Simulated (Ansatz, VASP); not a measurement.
**Cd: VASP beside Ansatz**

The input INCAR:

```
  PREC = Accurate
  ENCUT = 520
  EDIFF = 1E-6
  ISMEAR = -1
  SIGMA = 0.1
  LREAL = F
  LASPH = T
  NELM = 80
  ALGO = Normal
  ISIF = 2
  LWAVE = F
  LCHARG = F
  GGA = PS
  NBANDS = 12
```

KPOINTS

```
regular mesh
0
Gamma
  14 14 14
```

POSCAR

```
Cd
1.0
   -1.6746975767      1.6746975767      1.6746975767
    1.6746975767     -1.6746975767      1.6746975767
    1.6746975767      1.6746975767     -1.6746975767
Cd
1
Direct
    0.0000000000      0.0000000000      0.0000000000
```

Input for Ansatz:

```yaml
crystal:
  lattice:
    - [-1.6746975767, 1.6746975767, 1.6746975767]
    - [1.6746975767, -1.6746975767, 1.6746975767]
    - [1.6746975767, 1.6746975767, -1.6746975767]
  atoms:
    - { symbol: Cd, position: [0.0, 0.0, 0.0] }
hamiltonian:
  xc: pbesol
  pseudopotentials:
    kind: paw
    azcp:
      Cd: "pseudopotentials/Cd.paw.azcp"
basis:
  ecutwfc: 420
  fft_grid_basis: typed
kpoints:
  mp_grid: { grid: [14, 14, 14], shift: [0, 0, 0] }
magnetization:
  spin_polarized: false
scf:
  occupations: { method: fermi_dirac, width: 0.1 }
  lower_state_search: "off"
output:
  stress: true
  write_density: true
  write_potential: true
  elf: true
  volumetric_format: npy
```

Alike in both runs: task single point; functional PBEsol; k mesh 14 × 14 × 14; occupations fermi-dirac, width 0.1 eV; no spin polarisation.

```csv
,VASP,Ansatz
version,VASP 6.6.1,Ansatz 0.2.0
potentials or method,"VASP PAW PBE potentials, release 64 (Cd), cutoff 520 eV","plane waves (420 eV) with PAW, scalar-relativistic"
valence electrons in the cell,12,20
```

VASP gave:

```
pressure (GPa) : 10.3
```

Q: Which values does Ansatz return?

A: Pressure (GPa): 9.7.

VASP's potentials were made for PBE, not for PBEsol, and Ansatz warns of the same on its side. The functional is the same, so the differences come from potentials, cutoffs and numerics. VASP's potentials hold 12 valence electrons a cell and Ansatz's 20, so a difference there can come from the potentials and not from the codes.
